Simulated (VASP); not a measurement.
Nb:

```
CELL_PARAMETERS angstrom
2.81434 0.00000 0.00000
-1.40717 2.43729 0.00000
0.00000 0.00000 5.25889
ATOMIC_POSITIONS crystal
Nb 0.33333 0.66667 0.25000
Nb 0.66667 0.33333 0.75000
```

* Program: VASP 6.6.1
* Task: relaxation of cell and atoms
* Functional: PBEsol
* Potentials or basis: VASP PAW PBE potentials, release 64 (Nb_sv)
* Cutoff: 500 eV
* k mesh: 24 × 24 × 10
* Occupations: gaussian, width 0.1 eV
* Spin: no spin polarisation

At the start: pressure -0.1 GPa; volume 18.04 Å³/atom.

Task: Where does the relaxation end?

Result: Over 3 steps the energy falls by 3.0 meV/atom and the volume is 17.99 Å³/atom (-0.2 %); space group P6_3/mmc (No. 194, to 0.05 Å).

The path:
| step | energy change (eV) | largest force (eV/Å) | pressure (GPa) | volume (Å³) |
| --- | --- | --- | --- | --- |
| 1 | 0.0000 | 0.0000 | -0.13 | 36.07 |
| 2 | -0.0060 | 0.0000 | 0.00 | 35.99 |
| 3 | -0.0060 | 0.0000 | 0.01 | 35.99 |

Final structure:
```
CELL_PARAMETERS angstrom
2.83203 0.00000 0.00000
-1.41602 2.45261 0.00000
0.00000 0.00000 5.18133
ATOMIC_POSITIONS crystal
Nb 0.33333 0.66667 0.25000
Nb 0.66667 0.33333 0.75000
```

Caveat: the PAW data sets were made with another functional, which shifts forces and pressure a little.
